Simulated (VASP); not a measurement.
La2SnO4:

```
La Sn O
1.0
    -2.05000    2.05000    7.15000
     2.05000   -2.05000    7.15000
     2.05000    2.05000   -7.15000
La Sn O
2 1 4
Direct
  0.35000 0.35000 0.00000
  0.65000 0.65000 0.00000
  0.06000 0.06000 0.00000
  0.00000 0.50000 0.50000
  0.50000 0.00000 0.50000
  0.25000 0.75000 0.50000
  0.75000 0.25000 0.50000
```

| Quantity | Value |
| --- | --- |
| Program | VASP 6.6.1 |
| Task | relaxation of cell and atoms |
| Functional | PBE |
| Potentials or basis | VASP PAW PBE potentials, release 64 (La, Sn_d, O) |
| Cutoff | 600 eV |
| k mesh | 4 × 4 × 4 |
| Occupations | gaussian, width 0.15 eV |
| Spin | no spin polarisation |

At the start: pressure -5.9 GPa; volume 17.17 Å³/atom.

Q: Where does the relaxation end?

A: Over 17 steps the energy falls by 210.8 meV/atom and the volume is 17.08 Å³/atom (-0.5 %); space group I4mm (No. 107, to 0.1 Å) before and after.

Step by step:
```csv
step,energy change (eV),largest force (eV/Å),pressure (GPa),volume (Å³)
1,0.0000,2.9425,-5.87,120.19
2,-0.8318,0.9389,6.13,109.30
3,-0.8360,0.7971,5.17,109.99
4,-1.0811,0.6223,-1.52,115.18
5,-1.0812,0.6191,-1.62,115.28
6,-1.1538,0.5436,-0.29,113.80
7,-1.1957,0.3356,2.26,111.47
8,-1.2421,0.3344,1.44,112.41
9,-1.2873,0.7570,-0.11,114.70
10,-1.3716,0.4659,0.27,115.53
11,-1.4396,0.4677,1.71,117.13
12,-1.4507,0.5557,-1.73,121.36
13,-1.4587,0.3317,-0.44,119.70
14,-1.4700,0.2133,-0.22,119.60
15,-1.4739,0.1567,0.01,119.50
16,-1.4739,0.1649,0.03,119.49
17,-1.4754,0.0565,0.28,119.54
```

Final structure:
```
CELL_PARAMETERS angstrom
-2.04808 2.04808 7.12486
2.04808 -2.04808 7.12486
2.04808 2.04808 -7.12486
ATOMIC_POSITIONS crystal
La 0.36371 0.36371 0.00000
La 0.68768 0.68768 0.00000
Sn 0.03309 0.03309 0.00000
O 0.97401 0.47401 0.50000
O 0.47401 0.97401 0.50000
O 0.26375 0.76375 0.50000
O 0.76375 0.26375 0.50000
```

Caveat: the relaxation stopped at a loose force limit of 0.08 eV/Å, so its end isn't a converged minimum.
